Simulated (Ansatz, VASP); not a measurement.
## One calculation of HfN, two programs

```xyz
2
Lattice="0.0000 2.4548 2.4548 2.4548 0.0000 2.4548 2.4548 2.4548 0.0000" Properties=species:S:1:pos:R:3 pbc="T T T"
Hf    0.0000    0.0000    0.0000
N     3.8338    3.5307    3.5307
```

Change from the starting cell: all N atoms moved +0.263 Å, as atom 2 towards its neighbour atom 1 (Hf) at 2.126 Å.

Alike in both runs: task single point; functional PBEsol; k mesh 16 × 16 × 16; occupations gaussian, width 0.15 eV; no spin polarisation.

|  | VASP | Ansatz |
| --- | --- | --- |
| version | VASP 6.6.1 | Ansatz 0.2.0 |
| potentials or method | VASP PAW PBE potentials, release 64 (Hf_pv, N), cutoff 520 eV | scalar-relativistic, plane waves, PAW |
| valence electrons in the cell | 15 | 31 |

|  | VASP | Ansatz | Ansatz less VASP |
| --- | --- | --- | --- |
| gap on the k mesh at the Fermi level (eV) | none | none | - |
| pressure (GPa) | 3.4 | 4.0 | +0.56 |
| traceless stress, the component that is largest in VASP (GPa) | -13.56 | -13.36 | +0.206 |
| rms of the force components (eV/Å) | 2.867 | 2.826 | -0.0410 |

VASP's potentials were made for PBE, not for PBEsol. Atom by atom the forces differ by 0.041 eV/Å (rms over components). A gap of «none» marks a metal or a gap that the smearing closes. VASP's potentials hold 15 valence electrons a cell and Ansatz's 31, so a difference there can come from the potentials and not from the codes.

Neither program's run includes spin-orbit coupling.
